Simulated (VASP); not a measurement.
A run of VASP 6.6.1:

The input POSCAR:

```
LiCl
1.0
    0.0000000000      2.5560369889      2.5560369889
    2.5560369889      0.0000000000      2.5560369889
    2.5560369889      2.5560369889      0.0000000000
Li Cl
1 1
Direct
    0.0000000000      0.0000000000      0.0000000000
    0.5000000000      0.5000000000      0.5000000000
```

File INCAR.step1:

```
SYSTEM = LiCl
PREC = Accurate
ENCUT = 520
ISMEAR = 0
SIGMA = 0.01
LREAL = .FALSE.
LASPH = .TRUE.
NELM = 60
NBANDS = 12
GGA = PE
ALGO = Normal
EDIFF = 1E-4
LWAVE = .TRUE.
LCHARG = .FALSE.
```

Contents of INCAR.step2:

```
SYSTEM = LiCl
PREC = Accurate
ENCUT = 520
EDIFF = 1E-6
ISMEAR = 0
SIGMA = 0.01
LREAL = .FALSE.
LASPH = .TRUE.
NELM = 60
ALGO = Normal
ISIF = 2
LWAVE = .FALSE.
LCHARG = .FALSE.
METAGGA = R2SCAN
LMIXTAU = .TRUE.
NBANDS = 12
ISTART = 1
```

File KPOINTS:

```
Automatic mesh
0
G
  8 8 8
  0 0 0
```

Potentials or basis: VASP PAW PBE potentials, release 64 (Li_sv, Cl).

Command:

```console
$ cat potpaw_PBE.64/Li_sv/POTCAR potpaw_PBE.64/Cl/POTCAR > POTCAR
$ cp INCAR.step1 INCAR
$ mpirun -np 1 vasp_std > vasp.out
$ cp INCAR.step2 INCAR
$ mpirun -np 1 vasp_std > vasp.out
```

Hardware: 1 thread of Intel(R) Xeon(R) Platinum 8259CL CPU @ 2.50GHz (Skylake/Cascade Lake), on a shared host.

Estimate the wall time of this run.

Wall time 47 s on 1 thread of Intel(R) Xeon(R) Platinum 8259CL CPU @ 2.50GHz (Skylake/Cascade Lake), with other jobs on the host, peak memory 0.16 GiB. Counts: k points 29.
